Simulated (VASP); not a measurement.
# BN (d3) (F-43m) in VASP: notebook

The runs below take BN (d3) through single point, with PBE+D3(BJ).

All numbers are computed with VASP 6.6.1; they aren't measurements. Logs are shortened: lines on timing, memory, paths and dates and some standing lists are left out, and cuts for length are marked.

## Step 1: The cell of the first run

Symmetry: F-43m, No. 216, cubic system. The conventional cell has a = 3.642 Å, b = 3.642 Å, c = 3.642 Å, α = 90.00°, β = 90.00°, γ = 90.00°. Within 2.1 Å of B (site symmetry -43m) lie 4 N at 1.58 Å. N (site symmetry -43m) has 4 B at 1.58 Å within 2.1 Å.

## Step 2: Single point, PBE+D3(BJ) (volume scaled by 1.03)

The input, INCAR:

```
  PREC = Accurate
  ENCUT = 600
  EDIFF = 1E-6
  ISMEAR = 0
  SIGMA = 0.02
  LREAL = False
  LASPH = True
  NELM = 120
  ALGO = Normal
  ISIF = 2
  LWAVE = False
  LCHARG = False
  GGA = PE
  IVDW = 12
  NBANDS = 11
  GGA_COMPAT = False
```

The input, KPOINTS:

```
Automatic mesh
0
Gamma
  12 12 12
```

The input, POSCAR:

```
BN
1.0
    0.0000000000      1.8211090063      1.8211090063
    1.8211090063      0.0000000000      1.8211090063
    1.8211090063      1.8211090063      0.0000000000
B N
1 1
Direct
    0.0000000000      0.0000000000      0.0000000000
    0.2500000000      0.2500000000      0.2500000000
```

Potentials or basis: VASP PAW PBE potentials, release 64 (B, N).

Run with:

```bash
cat potpaw_PBE.64/B/POTCAR potpaw_PBE.64/N/POTCAR > POTCAR
mpirun -np 1 vasp_std > vasp.out
```

OUTCAR:

```text
PREC = Accurate
   ENCUT = 600
   EDIFF = 1E-6
   ISMEAR = 0
   LREAL = False
   LASPH = True
   NELM = 120
   ISIF = 2
   GGA = PE
   IVDW = 12
 IVDW          = 12

 ion  position               nearest neighbor table
   1  0.000  0.000  0.000-   2 1.58   2 1.58   2 1.58   2 1.58
   2  0.250  0.250  0.250-   1 1.58   1 1.58   1 1.58   1 1.58

  LATTYP: Found a face centered cubic cell.
 ALAT       =     3.6422180126

  Lattice vectors:

 A1 = (   0.0000000000,   1.8211090063,   1.8211090063)
 A2 = (   1.8211090063,   0.0000000000,   1.8211090063)
 A3 = (   1.8211090063,   1.8211090063,   0.0000000000)

Analysis of symmetry for initial positions (statically):
=====================================================================
 Subroutine PRICEL returns:
 Original cell was already a primitive cell.

 Routine SETGRP: Setting up the symmetry group for a
 face centered cubic supercell.

 Subroutine GETGRP returns: Found 24 space group operations
 (whereof 24 operations were pure point group operations)
 out of a pool of 48 trial point group operations.

The static configuration has the point symmetry T_d .

Analysis of symmetry for dynamics (positions and initial velocities):
=====================================================================
 Subroutine PRICEL returns:
 Original cell was already a primitive cell.

 Routine SETGRP: Setting up the symmetry group for a
 face centered cubic supercell.

 Subroutine GETGRP returns: Found 24 space group operations
 (whereof 24 operations were pure point group operations)
 out of a pool of 48 trial point group operations.

The dynamic configuration has the point symmetry T_d .

 Subroutine INISYM returns: Found 24 space group operations
 (whereof 24 operations are pure point group operations),
 and found     1 'primitive' translations

----------------------------------------------------------------------------------------

                                     Primitive cell

  volume of cell :      12.0792

  direct lattice vectors                    reciprocal lattice vectors
     0.000000000  1.821109006  1.821109006    -0.274557974  0.274557974  0.274557974
     1.821109006  0.000000000  1.821109006     0.274557974 -0.274557974  0.274557974
     1.821109006  1.821109006  0.000000000     0.274557974  0.274557974 -0.274557974

  length of vectors
     2.575437055  2.575437055  2.575437055     0.475548361  0.475548361  0.475548361

  position of ions in fractional coordinates (direct lattice)
     0.000000000  0.000000000  0.000000000
     0.250000000  0.250000000  0.250000000

  ion indices of the primitive-cell ions
   primitive index   ion index
                 1           1
                 2           2

----------------------------------------------------------------------------------------

 KPOINTS: Automatic mesh

Automatic generation of k-mesh.
 Grid dimensions read from file:
 generate k-points for:   12   12   12

 Generating k-lattice:

  Cartesian coordinates                     Fractional coordinates (reciprocal lattice)
    -0.022879831  0.022879831  0.022879831     0.083333333  0.000000000  0.000000000
     0.022879831 -0.022879831  0.022879831     0.000000000  0.083333333  0.000000000
     0.022879831  0.022879831 -0.022879831     0.000000000  0.000000000  0.083333333

  Length of vectors
     0.039629030  0.039629030  0.039629030

  Shift w.r.t. Gamma in fractional coordinates (k-lattice)
     0.000000000  0.000000000  0.000000000

 Subroutine IBZKPT returns following result:
 ===========================================

 Found     72 irreducible k-points:

 Following reciprocal coordinates:
            Coordinates               Weight
  0.000000  0.000000  0.000000      1.000000
  0.083333  0.000000  0.000000      8.000000
  0.166667  0.000000  0.000000      8.000000
  0.250000  0.000000  0.000000      8.000000
  0.333333  0.000000  0.000000      8.000000
  0.416667  0.000000  0.000000      8.000000
[... 16 lines left out ...]
  0.500000  0.166667  0.000000     24.000000
 -0.416667  0.166667  0.000000     24.000000
 [... further k-points ...]
   k-points           NKPTS =     72   k-points in BZ     NKDIM =     72   number of bands    NBANDS=     11
   number of dos      NEDOS =    301   number of ions     NIONS =      2
   total plane-waves  NPLWV =  13824
   dimension x,y,z NGX =    24 NGY =   24 NGZ =   24
   dimension x,y,z NGXF=    48 NGYF=   48 NGZF=   48
   ions per type =               1   1
   NGX,Y,Z   is equivalent  to a cutoff of  15.49, 15.49, 15.49 a.u.
   NGXF,Y,Z  is equivalent  to a cutoff of  30.98, 30.98, 30.98 a.u.
 SYSTEM =  unknown system
   PREC   = accura    normal or accurate (medium, high low for compatibility)
   ISTART =      0    job   : 0-new  1-cont  2-samecut
   ICHARG =      2    charge: 1-file 2-atom 10-const
   ISPIN  =      1    spin polarized calculation?
   LNONCOLLINEAR =      F non collinear calculations
   LSORBIT =      F    spin-orbit coupling
   LASPH  =      T    aspherical Exc in radial PAW
   ENCUT  =  600.0 eV  44.10 Ry    6.64 a.u.   5.14  5.14  5.14*2*pi/ulx,y,z
   NELM   =    120;   NELMIN=  2; NELMDL= -5     # of ELM steps
   EDIFF  = 0.1E-05   stopping-criterion for ELM
   LREAL  =      F    real-space projection
   EDIFFG = 0.1E-04   stopping-criterion for IOM
   NSW    =      0    number of steps for IOM
   IBRION =     -1    ionic relax: 0-MD 1-quasi-New 2-CG
   NFREE  =      0    steps in history (QN), initial steepest desc. (CG)
   ISIF   =      2    stress and relaxation
   ISYM   =      2    0-nonsym 1-usesym 2-fastsym
   POTIM  = 0.5000    time-step for ionic-motion
   TEBEG  =    0.0;   TEEND  =   0.0 temperature during run
   PSTRESS=    0.0 pullay stress
   NELECT =       8.0000    total number of electrons
   NUPDOWN=      -1.0000    fix difference up-down
   EMIN   =  10.00;   EMAX   =-10.00  energy-range for DOS
   EFERMI =   0.00;   METHOD = LEGACY
   ISMEAR =     0;   SIGMA  =   0.02  broadening in eV -4-tet -1-fermi 0-gaus
   EFERMI_NEDOS =   21; number of points for ismear=-14 and -15
   IALGO  =     38    algorithm
   IMIX   =      4    mixing-type and parameters
     AMIX     =   0.40;   BMIX     =  1.00
     AMIX_MAG =   1.60;   BMIX_MAG =  1.00
  volume/ion in A,a.u.               =       6.04        40.76
  Fermi-wavevector in a.u.,A,eV,Ry     =   1.427005  2.696649 27.706140  2.036344
  Thomas-Fermi vector in A             =   2.547221
   LORBIT       =      0    0 simple, 1 ext, 2 COOP (PROOUT), +10 PAW based schemes
   GGA     = PE    functional components
   LHFCALC =     F    Hartree Fock is set to
   AEXX    =    0.0000 exact exchange contribution
   IVDW    =    12    specifies the selected vdW correction
   LEPSILON=     F    determine dielectric tensor
   LRPA    =     F    only Hartree local field effects (RPA)
 non-spin polarized calculation
 Gauss-broadening in eV      SIGMA  =   0.02
  energy-cutoff  :      600.00
  volume of cell :       12.08
 maximum number of plane-waves:       419
 NGX is ok and might be reduce to    24
   NGX = 11   NGY = 11   NGZ = 11

 number of electron       8.0000000 magnetization

 Free energy of the ion-electron system (eV)
  ---------------------------------------------------
  ext. energy  EPLUGINS =         0.00000000
  ---------------------------------------------------
  free energy    TOTEN  =       -17.45221021 eV

  energy without entropy =      -17.45221021  energy(sigma->0) =      -17.45221021

 E-fermi :   7.2296     XC(G=0): -12.7114

 val. band max:        7.1279796509   @ k =   0.0000   0.0000   0.0000
 cond. band min:      11.5632354386   @ k =   0.5000   0.5000   0.0000
 fundamental gap:      4.4352557877
 Fermi energy:         7.2296149023

 k-point     1 :       0.0000    0.0000    0.0000
  band No.  band energies     occupation
      1     -12.8493      2.00000
      2       7.1280      2.00000
      3       7.1280      2.00000
      4       7.1280      2.00000
      5      15.8406      0.00000
      6      15.8406      0.00000
      7      15.8406      0.00000
      8      17.1142      0.00000
      9      31.4599      0.00000
     10      34.6217      0.00000
     11      34.6217      0.00000

 k-point     2 :       0.0833    0.0000    0.0000
  band No.  band energies     occupation
      1     -12.6833      2.00000
      2       6.2289      2.00000
      3       6.9518      2.00000
      4       6.9518      2.00000
      5      16.0153      0.00000
      6      16.1079      0.00000
      7      16.1079      0.00000
      8      17.6986      0.00000
      9      31.3037      0.00000
     10      32.4522      0.00000
     11      32.4522      0.00000

 k-point     3 :       0.1667    0.0000    0.0000
  band No.  band energies     occupation
      1     -12.1920      2.00000
      2       4.1620      2.00000
      3       6.5224      2.00000
      4       6.5224      2.00000
      5      16.2767      0.00000
      6      16.7305      0.00000
      7      16.7305      0.00000
      8      19.0516      0.00000
      9      30.8252      0.00000
     10      30.9217      0.00000
     11      30.9217      0.00000

 k-point     4 :       0.2500    0.0000    0.0000
  band No.  band energies     occupation
      1     -11.3994      2.00000
      2       1.7376      2.00000
      3       6.0259      2.00000
      4       6.0259      2.00000
      5      16.5389      0.00000
      6      17.3296      0.00000
      7      17.3296      0.00000
      8      20.4037      0.00000
      9      30.2944      0.00000
     10      30.5159      0.00000
     11      30.5159      0.00000
[... 239 lines left out ...]
 k-point    22 :       0.4167    0.1667    0.0000
  band No.  band energies     occupation
      1      -9.4948      2.00000
      2      -0.9069      2.00000
      3       4.0466      2.00000
      4       4.2410      2.00000
      5      15.5213      0.00000
      6      19.2795      0.00000
      7      19.8201      0.00000
      8      20.6642      0.00000
      9      27.2480      0.00000
     10      32.9301      0.00000
     11      35.2024      0.00000

 k-point    23 :       0.5000    0.1667    0.0000
  band No.  band energies     occupation
      1      -8.5603      2.00000
      2      -2.4195      2.00000
      3       3.4726      2.00000
      4       4.3112      2.00000
      5      15.8782      0.00000
      6      19.2044      0.00000
      7      19.5880      0.00000
      8      21.9337      0.00000
      9      27.6209      0.00000
     10      33.0932      0.00000
     11      34.4072      0.00000

 k-point    24 :      -0.4167    0.1667    0.0000
  band No.  band energies     occupation
      1      -8.3832      2.00000
      2      -2.6782      2.00000
      3       3.0797      2.00000
      4       4.6186      2.00000
      5      16.3252      0.00000
      6      19.0563      0.00000
      7      19.2018      0.00000
      8      22.5264      0.00000
      9      27.9060      0.00000
     10      32.2014      0.00000
     11      33.3601      0.00000

 [... further k-points ...]

------------------------ aborting loop because EDIFF is reached ----------------------------------------

 Edisp (eV)   -0.40905

 E8    (eV) :    -0.1209

  FORCE on cell =-STRESS in cart. coord.  units (eV):
  Direction    XX          YY          ZZ          XY          YZ          ZX
  --------------------------------------------------------------------------------------
  -------------------------------------------------------------------------------------
  Total      -0.80900    -0.80900    -0.80900     0.00000     0.00000     0.00000
  in kB    -107.30475  -107.30475  -107.30475     0.00000     0.00000     0.00000
  external pressure =     -107.30 kB  Pullay stress =        0.00 kB

 VOLUME and BASIS-vectors are now :
 -----------------------------------------------------------------------------
  energy-cutoff  :      600.00
  volume of cell :       12.08
      direct lattice vectors                 reciprocal lattice vectors
     0.000000000  1.821109006  1.821109006    -0.274557974  0.274557974  0.274557974
     1.821109006  0.000000000  1.821109006     0.274557974 -0.274557974  0.274557974
     1.821109006  1.821109006  0.000000000     0.274557974  0.274557974 -0.274557974

 POSITION                                       TOTAL-FORCE (eV/Angst)
 -----------------------------------------------------------------------------------
      0.00000      0.00000      0.00000         0.000000     -0.000000     -0.000000
      0.91055      0.91055      0.91055        -0.000000      0.000000      0.000000
 -----------------------------------------------------------------------------------
    total drift:                                0.000000      0.000000      0.000000

  FREE ENERGIE OF THE ION-ELECTRON SYSTEM (eV)
  ---------------------------------------------------
  free  energy   TOTEN  =       -17.8612644297 eV

  energy  without entropy=      -17.8612644297  energy(sigma->0) =      -17.86126443
```

It took 7.6 s on 1 thread of Intel Xeon 6975P-C, shared host; peak memory 0.15 GiB.

What came out:

| Quantity | Value |
| --- | --- |
| Free energy | -17.8613 eV |
| Pressure | -10.7 GPa |
| Band gap on the k mesh | 4.44 eV, indirect (least direct gap 8.71 eV) |
| Dispersion energy per atom | -0.205 eV |

Levels at points of the mesh, in eV from the valence-band top:
| k point | band 2 | band 3 | band 4 | band 5 | band 6 | band 7 |
| --- | --- | --- | --- | --- | --- | --- |
| (0.00, 0.00, 0.00) | 0.00 | 0.00 | 0.00 | 8.71 | 8.71 | 8.71 |
| (0.50, 0.00, 0.00) | -10.49 | -1.90 | -1.90 | 9.85 | 10.58 | 10.58 |
| (0.50, 0.50, 0.00) | -8.77 | -4.79 | -4.79 | 4.44 | 9.10 | 17.57 |

 A k mesh can miss the band edges.

## Step 3: Single point, PBE+D3(BJ) (volume scaled by 1.06)

The input, INCAR:

```
  ALGO = Normal
  EDIFF = 1E-6
  ENCUT = 600
  GGA = PE
  GGA_COMPAT = False
  ISIF = 2
  ISMEAR = 0
  IVDW = 12
  LASPH = True
  LCHARG = True
  LELF = True
  LREAL = False
  LVHAR = True
  LWAVE = False
  NBANDS = 11
  NELM = 120
  PREC = Accurate
  SIGMA = 0.02
```

The input, KPOINTS:

```
k-points
0
Gamma
  12 12 12
```

The input, POSCAR:

```
BN
1.0
    0.0000000000      1.8386207441      1.8386207441
    1.8386207441      0.0000000000      1.8386207441
    1.8386207441      1.8386207441      0.0000000000
B N
1 1
Direct
    0.0000000000      0.0000000000      0.0000000000
    0.2500000000      0.2500000000      0.2500000000
```

Potentials or basis: VASP PAW PBE potentials, release 64 (B, N).

Run with:

```bash
cat potpaw_PBE.64/B/POTCAR potpaw_PBE.64/N/POTCAR > POTCAR
mpirun -np 1 vasp_std > vasp.out
```

Run time: 8.5 s. Hardware: 1 thread of Intel Xeon 6975P-C, shared host; peak memory 0.15 GiB.

Results (log left out):

```
Free energy                : -17.8282 eV
Pressure                   : -20.1 GPa
Band gap on the k mesh     : 4.40 eV, indirect (least direct gap 8.58 eV)
Dispersion energy per atom : -0.199 eV
```

Levels at points of the mesh, in eV from the valence-band top:
| k point | band 2 | band 3 | band 4 | band 5 | band 6 | band 7 |
| --- | --- | --- | --- | --- | --- | --- |
| (0.00, 0.00, 0.00) | 0.00 | 0.00 | 0.00 | 8.58 | 8.58 | 8.58 |
| (0.50, 0.00, 0.00) | -10.23 | -1.85 | -1.85 | 9.49 | 10.42 | 10.42 |
| (0.50, 0.50, 0.00) | -8.59 | -4.66 | -4.66 | 4.40 | 8.94 | 17.14 |

 A k mesh can miss the band edges.
